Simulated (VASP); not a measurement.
# CdAu (P-6m2) in VASP: single point with LDA

Aim: the single point of CdAu with LDA.

All numbers are computed with VASP 6.6.1; they aren't measurements. Logs are shortened: lines on timing, memory, paths and dates and some standing lists are left out, and cuts for length are marked.

## Step 1: The cell of the first run

The structure is hexagonal, space group P-6m2 (No. 187). Conventional cell: a = 3.018 Å, b = 3.018 Å, c = 4.493 Å, α = 90.00°, β = 90.00°, γ = 120.00°. Within 3.7 Å of Cd (site symmetry -6m2) lie 6 Au at 2.84 Å and 6 Cd at 3.02 Å. Au (site symmetry -6m2) has 6 Cd at 2.84 Å and 6 Au at 3.02 Å within 3.7 Å.

## Step 2: Single point, LDA

Contents of INCAR:

```
SYSTEM = CdAu
  PREC = Accurate
  ENCUT = 520
  EDIFF = 1E-7
  ISMEAR = -1
  SIGMA = 0.05
  LREAL = .False.
  LASPH = .True.
  NELM = 80
  ALGO = Normal
  ISIF = 2
  LWAVE = .False.
  LCHARG = .False.
  GGA = CA
  NBANDS = 18
```

Contents of KPOINTS:

```
regular mesh
0
Gamma
  16 16 10
  0 0 0
```

Contents of POSCAR:

```
CdAu
1.0
    3.0178677101      0.0000000000      0.0000000000
   -1.5089338550      2.6135501022      0.0000000000
    0.0000000000      0.0000000000      4.4933879013
Cd Au
1 1
Direct
    0.0000000000      0.0000000000      0.0000000000
    0.3333333333      0.6666666667      0.5000000000
```

Potentials or basis: VASP PAW LDA potentials, release 64 (Cd, Au).

Run with:

```
$ cat potpaw_LDA.64/Cd/POTCAR potpaw_LDA.64/Au/POTCAR > POTCAR
$ mpirun -np 1 vasp_std > vasp.out
```

OUTCAR:

```text
SYSTEM = CdAu
   PREC = Accurate
   ENCUT = 520
   EDIFF = 1E-7
   ISMEAR = -1
   LREAL = .False.
   LASPH = .True.
   NELM = 80
   ISIF = 2
   GGA = CA

 ion  position               nearest neighbor table
   1  0.000  0.000  0.000-   2 2.84   2 2.84   2 2.84   2 2.84   2 2.84   2 2.84
   2  0.333  0.667  0.500-   1 2.84   1 2.84   1 2.84   1 2.84   1 2.84   1 2.84

  LATTYP: Found a hexagonal cell.
 ALAT       =     3.0178677101
 C/A-ratio  =     1.4889280555

  Lattice vectors:

 A1 = (   3.0178677101,   0.0000000000,   0.0000000000)
 A2 = (  -1.5089338550,   2.6135501022,   0.0000000000)
 A3 = (   0.0000000000,   0.0000000000,   4.4933879013)

Analysis of symmetry for initial positions (statically):
=====================================================================
 Subroutine PRICEL returns:
 Original cell was already a primitive cell.

 Routine SETGRP: Setting up the symmetry group for a
 hexagonal supercell.

 Subroutine GETGRP returns: Found 12 space group operations
 (whereof 12 operations were pure point group operations)
 out of a pool of 24 trial point group operations.

The static configuration has the point symmetry D_3h.

Analysis of symmetry for dynamics (positions and initial velocities):
=====================================================================
 Subroutine PRICEL returns:
 Original cell was already a primitive cell.

 Routine SETGRP: Setting up the symmetry group for a
 hexagonal supercell.

 Subroutine GETGRP returns: Found 12 space group operations
 (whereof 12 operations were pure point group operations)
 out of a pool of 24 trial point group operations.

The dynamic configuration has the point symmetry D_3h.

 Subroutine INISYM returns: Found 12 space group operations
 (whereof 12 operations are pure point group operations),
 and found     1 'primitive' translations

----------------------------------------------------------------------------------------

                                     Primitive cell

  volume of cell :      35.4409

  direct lattice vectors                    reciprocal lattice vectors
     3.017867710  0.000000000  0.000000000     0.331359786  0.191310662  0.000000000
[... 73 lines left out ...]
   ions per type =               1   1
   NGX,Y,Z   is equivalent  to a cutoff of  13.22, 13.22, 13.32 a.u.
   NGXF,Y,Z  is equivalent  to a cutoff of  26.44, 26.44, 26.64 a.u.
 SYSTEM =  CdAu
   PREC   = accura    normal or accurate (medium, high low for compatibility)
   ISTART =      0    job   : 0-new  1-cont  2-samecut
   ICHARG =      2    charge: 1-file 2-atom 10-const
   ISPIN  =      1    spin polarized calculation?
   LNONCOLLINEAR =      F non collinear calculations
   LSORBIT =      F    spin-orbit coupling
   LASPH  =      T    aspherical Exc in radial PAW
   ENCUT  =  520.0 eV  38.22 Ry    6.18 a.u.   5.61  5.61  8.35*2*pi/ulx,y,z
   NELM   =     80;   NELMIN=  2; NELMDL= -5     # of ELM steps
   EDIFF  = 0.1E-06   stopping-criterion for ELM
   LREAL  =      F    real-space projection
   EDIFFG = 0.1E-05   stopping-criterion for IOM
   NSW    =      0    number of steps for IOM
   IBRION =     -1    ionic relax: 0-MD 1-quasi-New 2-CG
   NFREE  =      0    steps in history (QN), initial steepest desc. (CG)
   ISIF   =      2    stress and relaxation
   ISYM   =      2    0-nonsym 1-usesym 2-fastsym
   POTIM  = 0.5000    time-step for ionic-motion
   TEBEG  =    0.0;   TEEND  =   0.0 temperature during run
   PSTRESS=    0.0 pullay stress
   NELECT =      23.0000    total number of electrons
   NUPDOWN=      -1.0000    fix difference up-down
   EMIN   =  10.00;   EMAX   =-10.00  energy-range for DOS
   EFERMI =   0.00;   METHOD = LEGACY
   ISMEAR =    -1;   SIGMA  =   0.05  broadening in eV -4-tet -1-fermi 0-gaus
   EFERMI_NEDOS =   21; number of points for ismear=-14 and -15
   IALGO  =     38    algorithm
   IMIX   =      4    mixing-type and parameters
     AMIX     =   0.40;   BMIX     =  1.00
     AMIX_MAG =   1.60;   BMIX_MAG =  1.00
  volume/ion in A,a.u.               =      17.72       119.58
  Fermi-wavevector in a.u.,A,eV,Ry     =   1.417367  2.678436 27.333160  2.008931
  Thomas-Fermi vector in A             =   2.538605
   LORBIT       =      0    0 simple, 1 ext, 2 COOP (PROOUT), +10 PAW based schemes
   GGA     = CA    functional components
   LHFCALC =     F    Hartree Fock is set to
   AEXX    =    0.0000 exact exchange contribution
   IVDW    =     0    specifies the selected vdW correction
   LEPSILON=     F    determine dielectric tensor
   LRPA    =     F    only Hartree local field effects (RPA)
 non-spin polarized calculation
  energy-cutoff  :      520.00
  volume of cell :       35.44
 maximum number of plane-waves:      1000
 NGX is ok and might be reduce to    24
   NGX = 11   NGY = 11   NGZ = 17

 number of electron      23.0000003 magnetization

 Free energy of the ion-electron system (eV)
  ---------------------------------------------------
  ext. energy  EPLUGINS =         0.00000000
  ---------------------------------------------------
  free energy    TOTEN  =        -6.20074080 eV

  energy without entropy =       -6.19437008  energy(sigma->0) =       -6.19755544

 E-fermi :   6.4313     XC(G=0): -12.6061

 val. band max:        6.4016797734   @ k =   0.3750   0.2500   0.1000
 cond. band min:       6.4317277817   @ k =   0.3750   0.0625   0.3000
 fundamental gap:      0.0300480083
 Fermi energy:         6.4313155994

 k-point     1 :       0.0000    0.0000    0.0000
  band No.  band energies     occupation
      1      -3.5487      2.00000
      2      -3.2790      2.00000
      3      -2.6873      2.00000
      4      -2.6873      2.00000
      5      -2.1647      2.00000
      6      -2.1647      2.00000
[... 481 lines left out ...]
      5      -2.2319      2.00000
      6       0.1993      2.00000
[... 10 lines left out ...]
     17      18.5613      0.00000
     18      19.7006      0.00000

 [... further k-points ...]
[... 5 lines left out ...]
  --------------------------------------------------------------------------------------
  -------------------------------------------------------------------------------------
  Total        0.1088749      0.1088749      0.4421185      0.0000000      0.0000000      0.0000000
  in kB        4.9219053      4.9219053     19.9868493      0.0000000      0.0000000      0.0000000
  external PRESSURE =       9.9435533 kB  Pullay stress =       0.0000000 kB

 VOLUME and BASIS-vectors are now :
 -----------------------------------------------------------------------------
  energy-cutoff  :      520.00
  volume of cell :       35.44
      direct lattice vectors                 reciprocal lattice vectors
     3.017867710  0.000000000  0.000000000     0.331359786  0.191310662  0.000000000
    -1.508933855  2.613550102  0.000000000     0.000000000  0.382621324  0.000000000
     0.000000000  0.000000000  4.493387901     0.000000000  0.000000000  0.222549226

 POSITION                                       TOTAL-FORCE (eV/Angst)
 -----------------------------------------------------------------------------------
      0.00000      0.00000      0.00000        -0.000000      0.000000      0.000000
     -0.00000      1.74237      2.24669         0.000000     -0.000000      0.000000
 -----------------------------------------------------------------------------------
    total drift:                                0.000000     -0.000000     -0.000000

  FREE ENERGIE OF THE ION-ELECTRON SYSTEM (eV)
  ---------------------------------------------------
  free  energy   TOTEN  =        -6.2007408040 eV

  energy  without entropy=       -6.1943700786  energy(sigma->0) =       -6.19755544
```

stdout:

```text
POSCAR found type information on POSCAR CdAu
 POSCAR found :  2 types and       2 ions
 scaLAPACK will be used
 LDA part: xc-table for (Slater(with rela. corr.)+CA(PZ))
 , standard interpolation
 POSCAR, INCAR and KPOINTS ok, starting setup
 FFT: planning ... GRIDC
 FFT: planning ... GRID_SOFT
 FFT: planning ... GRID
 WAVECAR not read
 entering main loop
```

Run time: 44 s. Hardware: 1 thread of Intel Xeon Platinum 8488C (Sapphire Rapids), shared host; peak memory 0.24 GiB.

What came out:

```yaml
Free_energy: -6.2007 eV
Pressure: 1.0 GPa
```

Levels at points of the mesh, in eV from the Fermi level:
| k point | band 9 | band 10 | band 11 | band 12 | band 13 | band 14 | band 15 | band 16 |
| --- | --- | --- | --- | --- | --- | --- | --- | --- |
| (0.00, 0.00, 0.00) | -4.56 | -3.47 | -3.47 | -1.30 | 2.37 | 13.50 | 14.40 | 14.40 |
| (0.50, 0.00, 0.00) | -3.57 | -2.51 | -2.33 | -0.30 | 5.35 | 5.68 | 6.98 | 7.53 |
| (0.00, 0.00, 0.50) | -4.42 | -4.42 | -3.51 | -3.51 | 10.62 | 11.86 | 13.60 | 14.20 |
| (0.50, 0.00, 0.50) | -3.74 | -2.50 | -1.58 | -0.56 | 1.83 | 2.25 | 10.78 | 11.26 |

Caveat: spin-orbit coupling is left out, which moves the levels of the heavy elements.
